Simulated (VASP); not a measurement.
Wanted: the native input for a VASP 6.6.1 run.

- Task: single point
- Functional: PBE
- Potentials or basis: VASP PAW PBE potentials, release 64 (Zn, Si, N)
- Cutoff: 520 eV
- k mesh: 5 × 5 × 2
- Occupations: gaussian, width 0.2 eV
- Spin: no spin polarisation
- Dipole correction: no
- Further INCAR settings: ALGO = Normal; EDIFF = 1e-07; NBANDS = 36

The structure of Zn2Si3N3 lies in POSCAR:

```
Zn2Si3N3
1.0
    3.0590902408      0.0000000000      0.0000000000
    0.0000000000      3.0590902408      0.0000000000
    0.0000000000      0.0000000000     10.4030692858
Zn Si N
2 3 3
Direct
    0.5000000000      0.0000000000      0.6743104384
    0.0000000000      0.5000000000      0.3256895616
    0.0000000000      0.5000000000      0.8926001003
    0.5000000000      0.0000000000      0.1073998997
    0.0000000000      0.0000000000      0.5000000000
    0.0000000000      0.0000000000      0.0000000000
    0.5000000000      0.5000000000      0.1855560090
    0.5000000000      0.5000000000      0.8144439910
```

The input as run:

INCAR

```
SYSTEM = Zn2Si3N3
  PREC = Accurate
  ENCUT = 520
  EDIFF = 1E-7
  ISMEAR = 0
  SIGMA = 0.2
  LREAL = .FALSE.
  LASPH = .TRUE.
  NELM = 80
  ALGO = Normal
  ISIF = 2
  LWAVE = .FALSE.
  LCHARG = .TRUE.
  GGA = PE
  LELF = .TRUE.
  LVHAR = .TRUE.
  NBANDS = 36
```

KPOINTS

```
regular mesh
0
G
  5 5 2
  0 0 0
```

Potentials or basis: VASP PAW PBE potentials, release 64 (Zn, Si, N).

Run with:

```bash
$ cat potpaw_PBE.64/Zn/POTCAR potpaw_PBE.64/Si/POTCAR potpaw_PBE.64/N/POTCAR > POTCAR
$ mpirun -np 1 vasp_std > vasp.out
```

It gave:

```json
{
  "Pressure": "0.1 GPa",
  "Largest force": "0.033 eV/Å",
  "Band gap on the k mesh": "zero (an odd number of electrons rules out a gap without spin polarisation)"
}
```

Caveat: the k points lie up to 0.41 Å⁻¹ apart, too coarse for converged energies and pressures of a metal.

Run time: 39 s on 1 thread of AMD EPYC 7R13 Processor (Zen 3), with other jobs on the host, peak memory 0.18 GiB.
